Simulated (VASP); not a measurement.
# CdSe (Cmc2_1) in VASP: single point with PBE

Aim: the single point of CdSe with PBE.

Everything below comes from runs of VASP 6.6.1. Logs are shortened: lines on timing, memory, paths and dates and some standing lists are left out, and cuts for length are marked.

### Step 1. The cell of the first run

Symmetry: Cmc2_1, No. 36, orthorhombic system. The conventional cell has a = 4.324 Å, b = 7.145 Å, c = 6.972 Å, α = 90.00°, β = 90.00°, γ = 90.00°. Cd (site symmetry m) has 4 Se at 2.47 to 3.02 Å within 3.3 Å. Within 3.3 Å of Se (site symmetry m) lie 4 Cd at 2.47 to 3.02 Å.

### Step 2. Single point, PBE (strained and its atoms moved)

Contents of INCAR:

```
  PREC = Accurate
  ENCUT = 520
  EDIFF = 1E-6
  ISMEAR = 0
  SIGMA = 0.02
  LREAL = F
  LASPH = T
  NELM = 100
  ALGO = Normal
  ISIF = 2
  LWAVE = F
  LCHARG = F
  GGA = PE
  NBANDS = 26
```

Contents of KPOINTS:

```
Automatic mesh
0
Gamma
  9 9 4
```

Contents of POSCAR:

```
CdSe
1.0
    4.1749610267      0.0859699983      0.0000000000
   -2.0130283109      3.6585923776      0.0000000000
    0.0000000000      0.0000000000      6.9717057600
Cd Se
2 2
Direct
    0.6531725754      0.3468274246     -0.0281477840
    0.3468274246      0.6531725754      0.4718522160
    0.6924759109      0.3075240891      0.4031477840
    0.3075240891      0.6924759109      0.9031477840
```

Potentials or basis: VASP PAW PBE potentials, release 64 (Cd, Se).

Started as:

```sh
> cat potpaw_PBE.64/Cd/POTCAR potpaw_PBE.64/Se/POTCAR > POTCAR
> mpirun -np 1 vasp_std > vasp.out
```

OUTCAR:

```text
PREC = Accurate
   ENCUT = 520
   EDIFF = 1E-6
   ISMEAR = 0
   LREAL = F
   LASPH = T
   NELM = 100
   ISIF = 2
   GGA = PE

 ion  position               nearest neighbor table
   1  0.653  0.347  0.972-   4 2.47   4 2.47   4 2.52   3 3.02
   2  0.347  0.653  0.472-   3 2.47   3 2.47   3 2.52   4 3.02
   3  0.692  0.308  0.403-   2 2.47   2 2.47   2 2.52   1 3.02
   4  0.308  0.692  0.903-   1 2.47   1 2.47   1 2.52   2 3.02

  LATTYP: Found a base centered orthorhombic cell.
 ALAT       =     4.3238525015
 B/A-ratio  =     1.6525233347
 C/A-ratio  =     1.6123828825

  Lattice vectors:

 A1 = (   4.1749610267,   0.0859699983,   0.0000000000)
 A2 = (  -2.0130283109,   3.6585923776,   0.0000000000)
 A3 = (   0.0000000000,   0.0000000000,   6.9717057600)

Analysis of symmetry for initial positions (statically):
=====================================================================
 Subroutine PRICEL returns:
 Original cell was already a primitive cell.

 Routine SETGRP: Setting up the symmetry group for a
 base centered orthorhombic supercell.

 Subroutine GETGRP returns: Found  4 space group operations
 (whereof  2 operations were pure point group operations)
 out of a pool of  8 trial point group operations.

The static configuration has the point symmetry C_1h.
 The point group associated with its full space group is C_2v.

Analysis of symmetry for dynamics (positions and initial velocities):
=====================================================================
 Subroutine PRICEL returns:
 Original cell was already a primitive cell.

 Routine SETGRP: Setting up the symmetry group for a
 base centered orthorhombic supercell.

 Subroutine GETGRP returns: Found  4 space group operations
 (whereof  2 operations were pure point group operations)
 out of a pool of  8 trial point group operations.

The dynamic configuration has the point symmetry C_1h.
 The point group associated with its full space group is C_2v.

 Subroutine INISYM returns: Found  4 space group operations
 (whereof  2 operations are pure point group operations),
 and found     1 'primitive' translations

----------------------------------------------------------------------------------------

                                     Primitive cell

  volume of cell :     107.6957

  direct lattice vectors                    reciprocal lattice vectors
     4.174961027  0.085969998  0.000000000     0.236839796  0.130313838  0.000000000
    -2.013028311  3.658592378  0.000000000    -0.005565287  0.270267036  0.000000000
     0.000000000  0.000000000  6.971705760     0.000000000  0.000000000  0.143436920

  length of vectors
     4.175846072  4.175832991  6.971705760     0.270323483  0.270324330  0.143436920

  position of ions in fractional coordinates (direct lattice)
     0.653172575  0.346827425  0.971852216
     0.346827425  0.653172575  0.471852216
     0.692475911  0.307524089  0.403147784
     0.307524089  0.692475911  0.903147784

  ion indices of the primitive-cell ions
   primitive index   ion index
                 1           1
                 2           2
                 3           3
                 4           4

----------------------------------------------------------------------------------------

 KPOINTS: Automatic mesh

Automatic generation of k-mesh.
 Grid dimensions read from file:
 generate k-points for:    9    9    4

 Generating k-lattice:

  Cartesian coordinates                     Fractional coordinates (reciprocal lattice)
     0.026315533  0.014479315  0.000000000     0.111111111 -0.000000000  0.000000000
    -0.000618365  0.030029671  0.000000000     0.000000000  0.111111111  0.000000000
     0.000000000  0.000000000  0.035859230     0.000000000  0.000000000  0.250000000

  Length of vectors
     0.030035943  0.030036037  0.035859230

  Shift w.r.t. Gamma in fractional coordinates (k-lattice)
     0.000000000  0.000000000  0.000000000

 Subroutine IBZKPT returns following result:
 ===========================================

 Found     75 irreducible k-points:

 Following reciprocal coordinates:
            Coordinates               Weight
  0.000000  0.000000  0.000000      1.000000
  0.111111 -0.000000  0.000000      4.000000
  0.222222 -0.000000  0.000000      4.000000
  0.333333 -0.000000  0.000000      4.000000
  0.444444 -0.000000  0.000000      4.000000
  0.111111  0.111111  0.000000      2.000000
[... 16 lines left out ...]
 -0.333333  0.333333  0.000000      2.000000
  0.444444  0.444444  0.000000      2.000000
 [... further k-points ...]
   k-points           NKPTS =     75   k-points in BZ     NKDIM =     75   number of bands    NBANDS=     26
   number of dos      NEDOS =    301   number of ions     NIONS =      4
   total plane-waves  NPLWV =  55296
   dimension x,y,z NGX =    32 NGY =   32 NGZ =   54
   dimension x,y,z NGXF=    64 NGYF=   64 NGZF=  108
   ions per type =               2   2
   NGX,Y,Z   is equivalent  to a cutoff of  12.74, 12.74, 12.88 a.u.
   NGXF,Y,Z  is equivalent  to a cutoff of  25.48, 25.48, 25.75 a.u.
 SYSTEM =  unknown system
   PREC   = accura    normal or accurate (medium, high low for compatibility)
   ISTART =      0    job   : 0-new  1-cont  2-samecut
   ICHARG =      2    charge: 1-file 2-atom 10-const
   ISPIN  =      1    spin polarized calculation?
   LNONCOLLINEAR =      F non collinear calculations
   LSORBIT =      F    spin-orbit coupling
   LASPH  =      T    aspherical Exc in radial PAW
   ENCUT  =  520.0 eV  38.22 Ry    6.18 a.u.   7.76  7.76 12.96*2*pi/ulx,y,z
   NELM   =    100;   NELMIN=  2; NELMDL= -5     # of ELM steps
   EDIFF  = 0.1E-05   stopping-criterion for ELM
   LREAL  =      F    real-space projection
   EDIFFG = 0.1E-04   stopping-criterion for IOM
   NSW    =      0    number of steps for IOM
   IBRION =     -1    ionic relax: 0-MD 1-quasi-New 2-CG
   NFREE  =      0    steps in history (QN), initial steepest desc. (CG)
   ISIF   =      2    stress and relaxation
   ISYM   =      2    0-nonsym 1-usesym 2-fastsym
   POTIM  = 0.5000    time-step for ionic-motion
   TEBEG  =    0.0;   TEEND  =   0.0 temperature during run
   PSTRESS=    0.0 pullay stress
   NELECT =      36.0000    total number of electrons
   NUPDOWN=      -1.0000    fix difference up-down
   EMIN   =  10.00;   EMAX   =-10.00  energy-range for DOS
   EFERMI =   0.00;   METHOD = LEGACY
   ISMEAR =     0;   SIGMA  =   0.02  broadening in eV -4-tet -1-fermi 0-gaus
   EFERMI_NEDOS =   21; number of points for ismear=-14 and -15
   IALGO  =     38    algorithm
   IMIX   =      4    mixing-type and parameters
     AMIX     =   0.40;   BMIX     =  1.00
     AMIX_MAG =   1.60;   BMIX_MAG =  1.00
  volume/ion in A,a.u.               =      26.92       181.69
  Fermi-wavevector in a.u.,A,eV,Ry     =   1.136169  2.147048 17.563483  1.290880
  Thomas-Fermi vector in A             =   2.272874
   LORBIT       =      0    0 simple, 1 ext, 2 COOP (PROOUT), +10 PAW based schemes
   GGA     = PE    functional components
   LHFCALC =     F    Hartree Fock is set to
   AEXX    =    0.0000 exact exchange contribution
   IVDW    =     0    specifies the selected vdW correction
   LEPSILON=     F    determine dielectric tensor
   LRPA    =     F    only Hartree local field effects (RPA)
 non-spin polarized calculation
 Gauss-broadening in eV      SIGMA  =   0.02
  energy-cutoff  :      520.00
  volume of cell :      107.70
 maximum number of plane-waves:      2918
   NGX = 15   NGY = 15   NGZ = 25

 number of electron      35.9999990 magnetization

 Free energy of the ion-electron system (eV)
  ---------------------------------------------------
  ext. energy  EPLUGINS =         0.00000000
  ---------------------------------------------------
  free energy    TOTEN  =       -10.20503707 eV

  energy without entropy =      -10.20503707  energy(sigma->0) =      -10.20503707

 E-fermi :   1.4646     XC(G=0):  -9.0718

 val. band max:        1.3401956440   @ k =   0.0000   0.0000   0.0000
 cond. band min:       2.2122952061   @ k =   0.0000   0.0000   0.0000
 fundamental gap:      0.8720995621
 Fermi energy:         1.4646432819

 k-point     1 :       0.0000    0.0000    0.0000
  band No.  band energies     occupation
      1     -11.6867      2.00000
      2     -11.3423      2.00000
      3      -7.0715      2.00000
      4      -7.0688      2.00000
      5      -7.0462      2.00000
      6      -7.0215      2.00000
[... 18 lines left out ...]
     25       8.3458      0.00000
     26       9.0182      0.00000

 k-point     2 :       0.1111   -0.0000    0.0000
  band No.  band energies     occupation
      1     -11.6372      2.00000
      2     -11.3105      2.00000
      3      -7.0617      2.00000
      4      -7.0555      2.00000
      5      -7.0038      2.00000
      6      -6.9802      2.00000
[... 18 lines left out ...]
     25       8.5431      0.00000
     26       8.7544      0.00000

 k-point     3 :       0.2222   -0.0000    0.0000
  band No.  band energies     occupation
      1     -11.5064      2.00000
      2     -11.2326      2.00000
      3      -7.0064      2.00000
      4      -6.9912      2.00000
      5      -6.9059      2.00000
      6      -6.8841      2.00000
[... 18 lines left out ...]
     25       8.7179      0.00000
     26       9.4443      0.00000

 k-point     4 :       0.3333   -0.0000    0.0000
  band No.  band energies     occupation
      1     -11.3442      2.00000
      2     -11.1530      2.00000
      3      -6.9073      2.00000
      4      -6.8871      2.00000
      5      -6.7902      2.00000
      6      -6.7632      2.00000
[... 18 lines left out ...]
     25       9.1774      0.00000
     26       9.9547      0.00000
[... 496 lines left out ...]
      1     -11.2962      2.00000
      2     -11.1155      2.00000
      3      -6.8550      2.00000
      4      -6.8274      2.00000
      5      -6.7517      2.00000
      6      -6.6293      2.00000
[... 18 lines left out ...]
     25       9.2832      0.00000
     26      10.2981      0.00000

 k-point    23 :      -0.3333    0.3333    0.0000
  band No.  band energies     occupation
      1     -11.3757      2.00000
      2     -11.1525      2.00000
      3      -6.8751      2.00000
      4      -6.8540      2.00000
      5      -6.8325      2.00000
      6      -6.7229      2.00000
[... 18 lines left out ...]
     25       9.1178      0.00000
     26      10.1829      0.00000

 k-point    24 :       0.4444    0.4444    0.0000
  band No.  band energies     occupation
      1     -11.2456      2.00000
      2     -11.0939      2.00000
      3      -6.8229      2.00000
      4      -6.7841      2.00000
      5      -6.7356      2.00000
      6      -6.6062      2.00000
[... 18 lines left out ...]
     25      10.0680      0.00000
     26      10.4728      0.00000

 [... further k-points ...]
[... 5 lines left out ...]
  --------------------------------------------------------------------------------------
  -------------------------------------------------------------------------------------
  Total        7.9977801      8.7671608      0.3438950      0.6663624      0.0000000      0.0000000
  in kB      118.9821045    130.4280974      5.1160887      9.9134007      0.0000000      0.0000000
  external PRESSURE =      84.8420969 kB  Pullay stress =       0.0000000 kB

 VOLUME and BASIS-vectors are now :
 -----------------------------------------------------------------------------
  energy-cutoff  :      520.00
  volume of cell :      107.70
      direct lattice vectors                 reciprocal lattice vectors
     4.174961027  0.085969998  0.000000000     0.236839796  0.130313838  0.000000000
    -2.013028311  3.658592378  0.000000000    -0.005565287  0.270267036  0.000000000
     0.000000000  0.000000000  6.971705760     0.000000000  0.000000000  0.143436920

 POSITION                                       TOTAL-FORCE (eV/Angst)
 -----------------------------------------------------------------------------------
      2.02880      1.32505      6.77547        -0.173220      0.100008      0.941167
      0.13314      2.41951      3.28961         0.173220     -0.100008      0.941167
      2.27201      1.18464      2.81063        -0.289153      0.166942     -0.941167
     -0.11007      2.55992      6.29648         0.289153     -0.166942     -0.941167
 -----------------------------------------------------------------------------------
    total drift:                               -0.000000     -0.000000     -0.000479

  FREE ENERGIE OF THE ION-ELECTRON SYSTEM (eV)
  ---------------------------------------------------
  free  energy   TOTEN  =       -10.2050370674 eV

  energy  without entropy=      -10.2050370674  energy(sigma->0) =      -10.20503707
```

Run time: 1.9 min. Hardware: 1 thread of Intel Xeon Platinum 8488C (Sapphire Rapids), shared host; peak memory 0.34 GiB.

What came out:

| Quantity | Value |
| --- | --- |
| Free energy | -10.2050 eV |
| Pressure | 8.5 GPa |
| Largest force | 0.999 eV/Å |
| Band gap on the k mesh | 0.87 eV |

Forces in eV/Å, atoms in the order of the input:
```
Cd  -0.173  0.100  0.941
Cd   0.173 -0.100  0.941
Se  -0.289  0.167 -0.941
Se   0.289 -0.167 -0.941
```

Levels at points of the mesh, in eV from the valence-band top:
```csv
k point,band 15,band 16,band 17,band 18,band 19,band 20,band 21,band 22
"(0.00, 0.00, 0.00)",-0.44,-0.26,-0.19,0.00,0.87,1.70,5.66,6.18
"(0.00, 0.00, 0.50)",-0.59,-0.59,-0.21,-0.21,2.08,2.08,5.70,5.70
```

Caveat: the cell differs from its parent crystal (strained and its atoms moved); the cell stands under pressure.
